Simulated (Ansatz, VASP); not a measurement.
## Two plane-wave programs on BaZr

```
Ba Zr
1.0
     0.00000    3.98058    3.98058
     3.98058    0.00000    3.98058
     3.98058    3.98058    0.00000
Ba Zr
2 2
Direct
  0.50000 0.50000 0.50000
  0.75000 0.75000 0.75000
  0.00000 0.00000 0.00000
  0.25000 0.25000 0.25000
```

Change from the starting cell: species swapped into the LiZn type (Fd-3m, No. 227).

Alike in both runs: task relaxation of cell and atoms; functional PBE; k mesh 10 × 10 × 10; occupations gaussian, width 0.1 eV; no spin polarisation.

|  | VASP | Ansatz |
| --- | --- | --- |
| version | VASP 6.6.1 | Ansatz 0.2.0 |
| potentials or method | VASP PAW PBE potentials, release 64 (Ba_sv, Zr_sv), cutoff 600 eV | scalar-relativistic, plane waves, PAW |
| valence electrons in the cell | 44 | 44 |

```csv
,VASP,Ansatz,Ansatz less VASP
"gap on the k mesh at the Fermi level, each at its own relaxed structure (eV)",none,none,-
relaxed volume (Å³/atom),34.02,33.33,-0.693
relaxed length of the cell vector where the two differ most in proportion (Å),5.773,5.734,-0.0395
```

A gap of «none» marks a metal or a gap that the smearing closes.

Neither program's run includes spin-orbit coupling.
